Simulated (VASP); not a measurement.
Here is a VASP 6.6.1 calculation.

Contents of INCAR:

```
SYSTEM = AlN
ALGO     = Normal         ! electronic algorithm
EDIFF    = 1E-6           ! SCF threshold, eV
ENCUT    = 520            ! plane-wave cutoff, eV
GGA      = CA             ! functional
ISIF     = 2              ! what is computed and relaxed
ISMEAR   = 0              ! smearing method
LASPH    = .True.         ! aspherical terms in the spheres
LCHARG   = .False.        ! write CHGCAR
LREAL    = .False.        ! projectors in reciprocal space
LWAVE    = .False.        ! write WAVECAR
NBANDS   = 16             ! bands
NELM     = 80             ! most SCF steps
PREC     = Accurate       ! precision mode
SIGMA    = 0.05           ! smearing width, eV
```

File KPOINTS:

```
k-points
0
Gamma
  9 9 6
  0 0 0
```

Contents of POSCAR:

```
AlN
1.0
    3.0887424016      0.0000000000      0.0000000000
   -1.5443712008      2.6749293856      0.0000000000
    0.0000000000      0.0000000000      4.9437688231
Al N
2 2
Direct
    0.3204731808      0.6409463615      0.0015212672
    0.6795268192      0.3590536385      0.5015212672
    0.3448088621      0.6896177243      0.3834787328
    0.6551911379      0.3103822757      0.8834787328
```

Potentials or basis: VASP PAW LDA potentials, release 64 (Al, N).

The run is started by

```console
$ cat potpaw_LDA.64/Al/POTCAR potpaw_LDA.64/N/POTCAR > POTCAR
$ mpirun -np 1 vasp_std > vasp.out
```

(1) Predict the pressure.

(2) Predict the largest force.

(3) Estimate the band gap on the k mesh.

Answers

(1) 0.4 GPa.

(2) 0.371 eV/Å.

(3) 4.37 eV, direct.
